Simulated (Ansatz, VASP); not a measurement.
**TiTe in VASP and in Ansatz**

INCAR

```
SYSTEM = TiTe
PREC = Accurate
ENCUT = 520
EDIFF = 1E-6
ISMEAR = 0
SIGMA = 0.1
LREAL = .False.
LASPH = .True.
NELM = 80
ALGO = Normal
ISIF = 2
LWAVE = .False.
LCHARG = .False.
GGA = PS
NBANDS = 26
```

File KPOINTS:

```
Automatic mesh
0
Gamma
  21 21 12
  0 0 0
```

Contents of POSCAR:

```
TiTe
1.0
    3.5586430354      0.0000000000      0.0000000000
   -1.7793215177      3.0818752717      0.0000000000
    0.0000000000      0.0000000000      7.5846614297
Ti Te
2 2
Direct
    0.0000000000      0.0000000000      0.0000000000
    0.3333333333      0.6666666667      0.5000000000
    0.6666666667      0.3333333333      0.2500000000
    0.6666666667      0.3333333333      0.7500000000
```

Input for Ansatz:

```yaml
crystal:
  lattice:
    - [3.5586430354, 0.0, 0.0]
    - [-1.7793215177, 3.0818752717, 0.0]
    - [0.0, 0.0, 7.5846614297]
  atoms:
    - { symbol: Ti, position: [0.0, 0.0, 0.0] }
    - { symbol: Te, position: [0.6666666667, 0.3333333333, 0.25] }
    - { symbol: Ti, position: [0.3333333333, 0.6666666667, 0.5] }
    - { symbol: Te, position: [0.6666666667, 0.3333333333, 0.75] }
basis:
  ecutwfc: 420
kpoints:
  mp_grid: { grid: [21, 21, 12] }
hamiltonian:
  xc: pbesol
scf:
  occupations: { method: gaussian, width: 0.1 }
output:
  forces: true
  stress: true
  eigenvalues: true
  write_density: true
  write_potential: true
  elf: true
  volumetric_format: npy
```

Alike in both runs: task single point; functional PBEsol; k mesh 21 × 21 × 12; occupations gaussian, width 0.1 eV; no spin polarisation.

```csv
,VASP,Ansatz
version,VASP 6.6.1,Ansatz 0.2.0
potentials or method,"VASP PAW PBE potentials, release 64 (Ti_sv, Te), cutoff 520 eV","scalar-relativistic, plane waves, PAW"
valence electrons in the cell,36,56
```

|  | VASP | Ansatz | Ansatz less VASP |
| --- | --- | --- | --- |
| gap on the k mesh at the Fermi level (eV) | none | none | - |
| pressure (GPa) | 0.1 | 0.0 | -0.15 |

VASP's potentials were made for PBE, not for PBEsol. A gap of «none» marks a metal or a gap that the smearing closes. With one functional, cell and mesh, what is left measures potentials, basis and numerics. VASP's potentials hold 36 valence electrons a cell and Ansatz's 56, so a difference there can come from the potentials and not from the codes.

Spin-orbit coupling is off throughout.
